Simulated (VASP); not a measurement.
Set up this calculation in VASP 6.6.1, as the native input.

```yaml
Task: single point
Functional: r2SCAN
Potentials_or_basis: VASP PAW PBE potentials, release 64 (Hf_pv, Rh_pv)
Cutoff: 520 eV
k_mesh: 6 × 6 × 6
Occupations: methfessel-paxton, width 0.15 eV
Spin: no spin polarisation
Dipole_correction: no
Further_INCAR_settings: ALGO = Normal; EDIFF = 1e-07; NBANDS = 36
```

HfRh3:

```xyz
4
Lattice="3.8038 0.0000 0.0000 0.0000 3.8038 0.0000 0.0000 0.0000 3.8038" Properties=species:S:1:pos:R:3 pbc="T T T"
Hf    0.0000    0.0000    0.0000
Rh    0.0000    1.9019    1.9019
Rh    1.9019    0.0000    1.9019
Rh    1.9019    1.9019    0.0000
```

These files were run (other wordings do the same):

POSCAR

```
HfRh3
1.0
    3.8037948993      0.0000000000      0.0000000000
    0.0000000000      3.8037948993      0.0000000000
    0.0000000000      0.0000000000      3.8037948993
Hf Rh
1 3
Direct
    0.0000000000      0.0000000000      0.0000000000
    0.0000000000      0.5000000000      0.5000000000
    0.5000000000      0.0000000000      0.5000000000
    0.5000000000      0.5000000000      0.0000000000
```

INCAR.step1

```
SYSTEM = HfRh3
PREC = Accurate
ENCUT = 520
ISMEAR = 1
SIGMA = 0.15
LREAL = .False.
LASPH = .True.
NELM = 60
NBANDS = 36
GGA = PE
ALGO = Normal
EDIFF = 1E-4
LWAVE = .True.
LCHARG = .False.
```

INCAR.step2

```
SYSTEM = HfRh3
PREC = Accurate
ENCUT = 520
EDIFF = 1E-7
ISMEAR = 1
SIGMA = 0.15
LREAL = .False.
LASPH = .True.
NELM = 60
ALGO = Normal
ISIF = 2
LWAVE = .False.
LCHARG = .False.
METAGGA = R2SCAN
LMIXTAU = .True.
NBANDS = 36
ISTART = 1
```

KPOINTS

```
Automatic mesh
0
Gamma
  6 6 6
  0 0 0
```

Potentials or basis: VASP PAW PBE potentials, release 64 (Hf_pv, Rh_pv).

Command:

```console
$ cat potpaw_PBE.64/Hf_pv/POTCAR potpaw_PBE.64/Rh_pv/POTCAR > POTCAR
$ cp INCAR.step1 INCAR
$ mpirun -np 1 vasp_std > vasp.out
$ cp INCAR.step2 INCAR
$ mpirun -np 1 vasp_std > vasp.out
```

Results of the run:

```json
{
  "Pressure": "25.1 GPa"
}
```

Caveat: the PAW data sets were made with another functional, which shifts forces and pressure a little.

Run time: 84 s on 1 thread of Intel(R) Xeon(R) Platinum 8488C (Sapphire Rapids), with other jobs on the host, peak memory 0.18 GiB.
